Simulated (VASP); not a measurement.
A run of VASP 6.6.1 is set up as follows.

File POSCAR:

```
CdS
1.0
    0.0000000000      2.9165000000      2.9165000000
    2.9165000000      0.0000000000      2.9165000000
    2.9165000000      2.9165000000      0.0000000000
Cd S
1 1
Direct
    0.0000000000      0.0000000000      0.0000000000
    0.7500000000      0.7500000000      0.7500000000
```

INCAR.step1

```
PREC = Accurate ; ENCUT = 520
ISMEAR = -1 ; SIGMA = 0.05
LREAL = F ; LASPH = T
NELM = 100 ; NBANDS = 16
GGA = PE ; ALGO = Normal
EDIFF = 1E-4 ; LWAVE = T
LCHARG = F
```

INCAR.step2

```
PREC = Accurate ; ENCUT = 520
EDIFF = 1E-6 ; ISMEAR = -1
SIGMA = 0.05 ; LREAL = F
LASPH = T ; NELM = 100
ALGO = Normal ; ISIF = 2
LWAVE = F ; LCHARG = F
METAGGA = R2SCAN ; LMIXTAU = T
NBANDS = 16 ; ISTART = 1
```

File KPOINTS:

```
regular mesh
0
Gamma
  8 8 8
```

Potentials or basis: VASP PAW PBE potentials, release 64 (Cd, S).

Command:

```bash
$ cat potpaw_PBE.64/Cd/POTCAR potpaw_PBE.64/S/POTCAR > POTCAR
$ cp INCAR.step1 INCAR
$ mpirun -np 1 vasp_std > vasp.out
$ cp INCAR.step2 INCAR
$ mpirun -np 1 vasp_std > vasp.out
```

(1) What does it give for the band gap on the k mesh?

(2) Predict the pressure.

Answers

(1) 1.59 eV, direct.

(2) 1.8 GPa.

Caveat: the PAW data sets were made with another functional, which shifts forces and pressure a little.
